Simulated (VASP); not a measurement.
# Al3BSb2 (P6/mmm) in VASP: notebook, part 2 of 3

VASP 6.6.1. Earlier steps stand in the parts before.

**3. Relaxation of cell and atoms, PBE**

This run uses another cell than the first one, of 21.15 Å³/atom.

INCAR reads:

```
PREC = Accurate
ENCUT = 500
EDIFF = 1E-7
ISMEAR = 0
SIGMA = 0.2
LREAL = F
LASPH = T
NELM = 120
ALGO = Normal
ISIF = 3
LWAVE = F
LCHARG = F
GGA = PE
IBRION = 2
NSW = 36
EDIFFG = -0.08
GGA_COMPAT = F
NELMIN = 4
```

KPOINTS reads:

```
Automatic mesh
0
Gamma
  4 4 3
```

POSCAR reads:

```
Al3BSb2
1.0
    4.8996763800      0.0000000000      0.0000000000
   -2.4498381900      4.2432442200      0.0000000000
    0.0000000000      0.0000000000      6.1025123500
Al B Sb
3 1 2
Direct
    0.5000000000      0.0000000000      0.5000000000
    0.0000000000      0.5000000000      0.5000000000
    0.5000000000      0.5000000000      0.5000000000
    0.0000000000      0.0000000000      0.0000000000
    0.3333333300      0.6666666700      0.0000000000
    0.6666666700      0.3333333300      0.0000000000
```

Potentials or basis: VASP PAW PBE potentials, release 64 (Al, B, Sb).

Launch:

```bash
$ cat potpaw_PBE.64/Al/POTCAR potpaw_PBE.64/B/POTCAR potpaw_PBE.64/Sb/POTCAR > POTCAR
$ mpirun -np 1 vasp_std > vasp.out
```

Wall time 93 s (1 thread of AMD EPYC 9R45 (Zen 5), shared host); peak memory 0.21 GiB.

The run converged. Its results:

- Free energy: -20.5801 eV
- Relaxed volume: 22.54 Å³/atom
- Relaxed cell: a = 5.188 Å, b = 5.188 Å, c = 5.803 Å, α = 90.00°, β = 90.00°, γ = 120.00°
- Space group after relaxing (to 0.1 Å): P6/mmm (No. 191)
- Energy gained by relaxing: 129.7 meV/atom
- Ionic steps: 6
- Pressure after relaxing: -0.1 GPa
- Band gap on the k mesh: zero (bands 11 and 12 overlap by 1.27 eV)

Stress tensor (GPa, compression positive):
```
-0.18  0.00  0.00
 0.00 -0.18  0.00
 0.00  0.00  0.00
```

Step by step:
```
step  energy change (eV)  largest force (eV/Å)  pressure (GPa)  volume (Å³)
   1              0.0000                0.0000            8.08       126.87
   2             -0.5929                0.0000           -3.75       146.63
   3             -0.7475                0.0000           -1.33       139.64
   4             -0.7476                0.0000           -1.21       139.38
   5             -0.7755                0.0000           -0.47       136.43
   6             -0.7783                0.0000           -0.12       135.26
```

Final structure:
```cif
data_structure
_symmetry_space_group_name_H-M 'P 1'
_symmetry_Int_Tables_number 1
_cell_length_a 5.1878
_cell_length_b 5.1878
_cell_length_c 5.8031
_cell_angle_alpha 90.000
_cell_angle_beta 90.000
_cell_angle_gamma 120.000
_cell_volume 135.26
loop_
_atom_site_label
_atom_site_type_symbol
_atom_site_fract_x
_atom_site_fract_y
_atom_site_fract_z
_atom_site_occupancy
Al1 Al 0.50000 0.00000 0.50000 1
Al2 Al 0.00000 0.50000 0.50000 1
Al3 Al 0.50000 0.50000 0.50000 1
B1 B 0.00000 0.00000 0.00000 1
Sb1 Sb 0.33333 0.66667 0.00000 1
Sb2 Sb 0.66667 0.33333 0.00000 1
```

Levels at points of the mesh, in eV from the Fermi level:
| k point | band 8 | band 9 | band 10 | band 11 | band 12 | band 13 | band 14 | band 15 |
| --- | --- | --- | --- | --- | --- | --- | --- | --- |
| (0.00, 0.00, 0.00) | -2.60 | -2.60 | -2.43 | -0.56 | 0.17 | 0.17 | 0.42 | 0.42 |
| (0.50, 0.00, 0.00) | -3.12 | -1.53 | -1.43 | 0.12 | 0.57 | 0.57 | 1.65 | 1.77 |

Caveat: the k points lie up to 0.36 Å⁻¹ apart in the final cell, too coarse for converged energies and pressures of a metal; spin-orbit coupling is left out, which moves the levels of the heavy elements.

**4. Relaxation of cell and atoms, PBE**

This run uses another cell than the first one, of 23.27 Å³/atom.

INCAR reads:

```
SYSTEM = Al3BSb2
ALGO = Normal
EDIFF = 1E-7
EDIFFG = -0.08
ENCUT = 500
GGA = PE
GGA_COMPAT = .FALSE.
IBRION = 2
ISIF = 3
ISMEAR = 0
LASPH = .TRUE.
LCHARG = .FALSE.
LREAL = .FALSE.
LWAVE = .FALSE.
NELM = 120
NELMIN = 4
NSW = 36
PREC = Accurate
SIGMA = 0.2
```

KPOINTS reads:

```
k-points
0
G
  4 4 2
  0 0 0
```

POSCAR reads:

```
Al3BSb2
1.0
    4.6550913800      0.0000000000      0.0000000000
   -2.3275456900      4.0314273900      0.0000000000
    0.0000000000      0.0000000000      7.4397364400
Al B Sb
3 1 2
Direct
    0.0000000000      0.0000000000      0.2024961500
    0.0000000000      0.0000000000      0.7975038500
    0.0000000000      0.0000000000      0.5000000000
    0.0000000000      0.0000000000      0.0000000000
    0.3333333300      0.6666666700      0.5000000000
    0.6666666700      0.3333333300      0.5000000000
```

Potentials or basis: VASP PAW PBE potentials, release 64 (Al, B, Sb).

Launch:

```bash
$ cat potpaw_PBE.64/Al/POTCAR potpaw_PBE.64/B/POTCAR potpaw_PBE.64/Sb/POTCAR > POTCAR
$ mpirun -np 1 vasp_std > vasp.out
```

OUTCAR:

```text
SYSTEM = Al3BSb2
   EDIFF = 1E-7
   EDIFFG = -0.08
   ENCUT = 500
   GGA = PE
   IBRION = 2
   ISIF = 3
   ISMEAR = 0
   LASPH = .TRUE.
   LREAL = .FALSE.
   NELM = 120
   NELMIN = 4
   NSW = 36
   PREC = Accurate

 ion  position               nearest neighbor table
   1  0.000  0.000  0.202-   4 1.51   3 2.21   2 3.01   5 3.48   6 3.48   5 3.48   6 3.48   6 3.48
                             5 3.48
   2  0.000  0.000  0.798-   4 1.51   3 2.21   1 3.01   5 3.48   6 3.48   5 3.48   6 3.48   6 3.48
                             5 3.48
   3  0.000  0.000  0.500-   1 2.21   2 2.21   5 2.69   6 2.69   5 2.69   6 2.69   6 2.69   5 2.69

   4  0.000  0.000  0.000-   1 1.51   2 1.51
   5  0.333  0.667  0.500-   6 2.69   3 2.69   6 2.69   3 2.69   3 2.69   6 2.69   1 3.48   2 3.48
                             1 3.48   2 3.48   1 3.48   2 3.48
   6  0.667  0.333  0.500-   5 2.69   3 2.69   5 2.69   3 2.69   3 2.69   5 2.69   1 3.48   2 3.48
                             2 3.48   1 3.48   2 3.48   1 3.48

  LATTYP: Found a hexagonal cell.
 ALAT       =     4.6550913800
 C/A-ratio  =     1.5981934258

  Lattice vectors:

 A1 = (   4.6550913800,   0.0000000000,   0.0000000000)
 A2 = (  -2.3275456900,   4.0314273900,   0.0000000000)
 A3 = (   0.0000000000,   0.0000000000,   7.4397364400)

Analysis of symmetry for initial positions (statically):
=====================================================================
 Subroutine PRICEL returns:
 Original cell was already a primitive cell.

 Routine SETGRP: Setting up the symmetry group for a
 hexagonal supercell.

 Subroutine GETGRP returns: Found 24 space group operations
 (whereof 24 operations were pure point group operations)
 out of a pool of 24 trial point group operations.

The static configuration has the point symmetry D_6h.

Analysis of symmetry for dynamics (positions and initial velocities):
=====================================================================
 Subroutine PRICEL returns:
 Original cell was already a primitive cell.

 Routine SETGRP: Setting up the symmetry group for a
 hexagonal supercell.

 Subroutine GETGRP returns: Found 24 space group operations
 (whereof 24 operations were pure point group operations)
 out of a pool of 24 trial point group operations.

The dynamic configuration has the point symmetry D_6h.

[... 120 lines left out ...]
 conjugate gradient relaxation of ions
 non-spin polarized calculation
 Gauss-broadening in eV      SIGMA  =   0.20
  energy-cutoff  :      500.00
  volume of cell :      139.62
 maximum number of plane-waves:      3592
 NGX is ok and might be reduce to    36
   NGX = 17   NGY = 17   NGZ = 27

--------------------------------------- Ionic step        1  -------------------------------------------

 number of electron      22.0000001 magnetization

 Free energy of the ion-electron system (eV)
  ---------------------------------------------------
  ext. energy  EPLUGINS =         0.00000000
  ---------------------------------------------------
  free energy    TOTEN  =       -10.03551804 eV

  energy without entropy =       -9.97993334  energy(sigma->0) =      -10.00772569

 E-fermi :   4.8606     XC(G=0):  -8.6882

 val. band max:        4.7599287038   @ k =   0.0000   0.0000   0.5000
 cond. band min:       4.8690436889   @ k =   0.5000   0.0000   0.5000
 fundamental gap:      0.1091149852
 Fermi energy:         4.8605619505

 k-point     1 :       0.0000    0.0000    0.0000
  band No.  band energies     occupation
      1      -9.0021      2.00000
      2      -2.1546      2.00000
      3      -1.7238      2.00000
      4      -0.1915      2.00000
      5       0.4420      2.00000
      6       0.4420      2.00000
      7       1.7416      2.00000
      8       1.8886      2.00000
      9       1.8886      2.00000
     10       3.0103      2.00000
     11       5.1149      0.07211
     12       5.1149      0.07211
     13       6.1443      0.00000
     14       6.4086      0.00000
[... 238 lines left out ...]
  FREE ENERGIE OF THE ION-ELECTRON SYSTEM (eV)
  ---------------------------------------------------
  free  energy   TOTEN  =       -15.7926031998 eV

  energy  without entropy=      -15.6624455187  energy(sigma->0) =      -15.72752436

[... ionic steps 4 to 13 ...]

--------------------------------------- Ionic step       14  -------------------------------------------

 number of electron      21.9999997 magnetization

------------------------ aborting loop because EDIFF is reached ----------------------------------------
[... 75 lines left out ...]
--------------------------------------- Ionic step       16  -------------------------------------------

 number of electron      21.9999997 magnetization

 Free energy of the ion-electron system (eV)
  ---------------------------------------------------
  ext. energy  EPLUGINS =         0.00000000
  ---------------------------------------------------
  free energy    TOTEN  =       -19.21631753 eV

  energy without entropy =      -19.08420341  energy(sigma->0) =      -19.15026047

 E-fermi :   2.1802     XC(G=0):  -7.2433

 val. band max:        2.1719129450   @ k =   0.2500   0.2500   0.5000
 cond. band min:       2.2429542784   @ k =   0.5000   0.0000   0.0000
 fundamental gap:      0.0710413334
 Fermi energy:         2.1801710988

 k-point     1 :       0.0000    0.0000    0.0000
  band No.  band energies     occupation
      1      -9.4440      2.00000
      2      -4.7558      2.00000
      3      -4.3014      2.00000
      4      -3.4144      2.00000
      5      -1.9062      2.00000
      6      -1.1735      2.00000
      7      -1.1735      2.00000
      8      -0.4820      2.00000
      9      -0.0669      2.00000
     10      -0.0669      2.00000
     11       2.3118      0.35198
     12       2.5392      0.01112
     13       2.5392      0.01112
     14       2.5642      0.00662
[... 158 lines left out ...]
  FREE ENERGIE OF THE ION-ELECTRON SYSTEM (eV)
  ---------------------------------------------------
  free  energy   TOTEN  =       -19.2163175346 eV

  energy  without entropy=      -19.0842034081  energy(sigma->0) =      -19.15026047

 reached required accuracy - stopping structural energy minimisation
```

OSZICAR:

```text
N       E                     dE             d eps       ncg     rms          rms(c)
DAV:   1     0.849366655805E+02    0.84937E+02   -0.77376E+03   240   0.113E+03
DAV:   2    -0.120456021960E+02   -0.96982E+02   -0.94779E+02   312   0.168E+02
DAV:   3    -0.199645590325E+02   -0.79190E+01   -0.77414E+01   303   0.491E+01
[... 233 lines left out ...]
DAV:   6    -0.192163171547E+02    0.60197E-05   -0.19107E-05   289   0.204E-02    0.719E-03
DAV:   7    -0.192163169555E+02    0.19925E-06   -0.38315E-06   296   0.818E-03    0.214E-03
DAV:   8    -0.192163174357E+02   -0.48029E-06   -0.13340E-06   247   0.540E-03    0.120E-03
DAV:   9    -0.192163175401E+02   -0.10433E-06   -0.16531E-07   169   0.210E-03    0.269E-04
DAV:  10    -0.192163175346E+02    0.54781E-08   -0.33836E-08   120   0.967E-04
  16 F= -.19216318E+02 E0= -.19150260E+02  d E =-.164899E-02
```

It took 5.6 min on 1 thread of AMD EPYC 9R45 (Zen 5), shared host; peak memory 0.23 GiB.

What came out:

```yaml
Free_energy: -19.2163 eV
Relaxed_volume: 35.49 Å³/atom
Relaxed_cell: a = 5.253 Å, b = 5.253 Å, c = 8.909 Å, α = 90.00°, β = 90.00°, γ = 120.00°
Space_group_after_relaxing_to_0.1_Å: P6/mmm (No. 191)
Energy_gained_by_relaxing: 1530.1 meV/atom
Ionic_steps: 16
Pressure_after_relaxing: 0.1 GPa
Largest_force_after_relaxing: 0.044 eV/Å
Band_gap_on_the_k_mesh: zero (bands 11 and 12 overlap by 0.24 eV)
```

Forces in eV/Å, atoms in the order of the input:
```
Al   0.000  0.000  0.044
Al   0.000  0.000 -0.044
Al   0.000  0.000  0.000
B    0.000  0.000  0.000
Sb   0.000  0.000  0.000
Sb   0.000  0.000  0.000
```

Stress tensor (GPa, compression positive):
```
0.01 0.00 0.00
0.00 0.01 0.00
0.00 0.00 0.14
```

The path:
```tsv
step	energy change (eV)	largest force (eV/Å)	pressure (GPa)	volume (Å³)
1	0.0000	14.5078	41.85	139.62
2	-5.6071	2.3287	-0.89	293.54
3	-5.7571	2.4313	-0.72	285.26
4	-5.9020	2.5420	-0.53	277.42
5	-7.1189	4.7336	4.76	201.89
6	-7.0284	4.8724	12.88	169.17
7	-7.0350	5.1724	5.68	196.61
8	-7.1435	5.4812	8.14	183.16
9	-8.7211	1.0046	-1.93	232.11
10	-8.7451	1.3161	-1.21	224.42
11	-9.0513	0.9439	-0.91	217.65
12	-9.1616	0.3064	0.79	209.77
13	-9.1770	0.2414	0.02	212.40
14	-9.1793	0.1137	0.20	211.72
15	-9.1792	0.0632	0.28	211.46
16	-9.1808	0.0441	0.05	212.93
```

Final structure:
```
CELL_PARAMETERS angstrom
5.25321 0.00000 0.00000
-2.62660 4.54941 0.00000
0.00000 0.00000 8.90946
ATOMIC_POSITIONS crystal
Al 0.00000 0.00000 0.22394
Al 0.00000 0.00000 0.77606
Al 0.00000 0.00000 0.50000
B 0.00000 0.00000 0.00000
Sb 0.33333 0.66667 0.50000
Sb 0.66667 0.33333 0.50000
```

Levels at points of the mesh, in eV from the Fermi level:
```csv
k point,band 9,band 10,band 11,band 12,band 13,band 14
"(0.00, 0.00, 0.00)",-2.25,-2.25,0.13,0.36,0.36,0.38
"(0.50, 0.00, 0.00)",-0.74,-0.40,-0.10,0.06,1.26,1.44
"(0.00, 0.00, 0.50)",-2.23,-2.23,-0.22,0.10,0.10,1.28
"(0.50, 0.00, 0.50)",-0.19,-0.15,-0.11,0.34,0.86,1.89
```

Caveat: the k points lie up to 0.35 Å⁻¹ apart in the final cell; the volume moved by over 15 % at a fixed basis, so the end points are rough; semilocal functionals underestimate gaps, so a narrow gap can read as zero; spin-orbit coupling is left out, which moves the levels of the heavy elements; the relaxation stopped at a loose force limit of 0.08 eV/Å, so its end isn't a converged minimum.

(Part 2 of 3 ends here.)
